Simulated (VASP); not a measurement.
Write the native input for VASP 6.6.1 that does the following.

```
Task                   : single point
Functional             : LDA
Potentials or basis    : VASP PAW LDA potentials, release 64 (Si)
Cutoff                 : 520 eV
k mesh                 : 10 × 10 × 6
Occupations            : gaussian, width 0.05 eV
Spin                   : no spin polarisation
Dipole correction      : no
Further INCAR settings : ALGO = Normal; EDIFF = 1e-06; NBANDS = 16
```

The structure of Si lies in POSCAR:

```
Si
1.0
    0.0000000000     -2.7007989451     -2.7007989451
    0.0000000000      2.7007989451     -2.7007989451
    5.4015978902      0.0000000000      0.0000000000
Si
4
Direct
    0.5166301845      0.4856089854      0.0000000000
   -0.0166301845      0.0143910146      0.5000000000
    0.0166301845      0.5143910146      0.2500000000
    0.4833698155     -0.0143910146      0.7500000000
```

This cell differs from its parent crystal: mode 4 frozen in at -0.084 Å and mode 9 at +0.000 Å (largest displacements).

These files were run (other wordings do the same):

INCAR

```
SYSTEM = Si
PREC = Accurate
ENCUT = 520
EDIFF = 1E-6
ISMEAR = 0
SIGMA = 0.05
LREAL = .FALSE.
LASPH = .TRUE.
NELM = 80
ALGO = Normal
ISIF = 2
LWAVE = .FALSE.
LCHARG = .TRUE.
GGA = CA
LELF = .TRUE.
LVHAR = .TRUE.
NBANDS = 16
```

KPOINTS

```
Automatic mesh
0
G
  10 10 6
  0 0 0
```

Potentials or basis: VASP PAW LDA potentials, release 64 (Si).

The run is started by

```console
$ cat potpaw_LDA.64/Si/POTCAR > POTCAR
$ mpirun -np 1 vasp_std > vasp.out
```

It gave:

- Pressure: -0.2 GPa
- Largest force: 0.164 eV/Å
- Band gap on the k mesh: 0.42 eV, indirect (least direct gap 0.64 eV)

Caveat: the cell differs from its parent crystal (mode 4 frozen in at -0.084 Å and mode 9 at +0.000 Å (largest displacements)).

Run time: 100 s on 1 thread of Intel(R) Xeon(R) Platinum 8259CL CPU @ 2.50GHz (Skylake/Cascade Lake), with other jobs on the host, peak memory 0.24 GiB.
